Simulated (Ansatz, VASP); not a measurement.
## Al: VASP beside Ansatz

```
CELL_PARAMETERS angstrom
2.74022 0.00000 0.00000
-1.37011 2.37310 0.00000
0.00000 0.00000 9.74832
ATOMIC_POSITIONS crystal
Al 0.00000 0.00000 0.00000
Al 0.33333 0.66667 0.25000
Al 0.00000 0.00000 0.50000
Al 0.66667 0.33333 0.75000
```

Alike in both runs: task single point; functional PBE; dispersion D3(BJ); k mesh 18 × 18 × 6; occupations gaussian, width 0.15 eV; no spin polarisation.

|  | VASP | Ansatz |
| --- | --- | --- |
| version | VASP 6.6.1 | Ansatz 0.2.0 |
| potentials or method | VASP PAW PBE potentials, release 64 (Al), cutoff 520 eV | scalar-relativistic, plane waves, PAW |
| valence electrons in the cell | 12 | 12 |

Ansatz gave:

```
gap on the k mesh at the Fermi level (eV)                     : none
pressure (GPa)                                                : 0.9
traceless stress, the component that is largest in VASP (GPa) : -4.60
```

Problem. Estimate VASP's values.

Solution. gap on the k mesh at the Fermi level (eV): none; pressure (GPa): 0.9; traceless stress, the component that is largest in VASP (GPa): -4.59.

A gap of «none» marks a metal or a gap that the smearing closes.
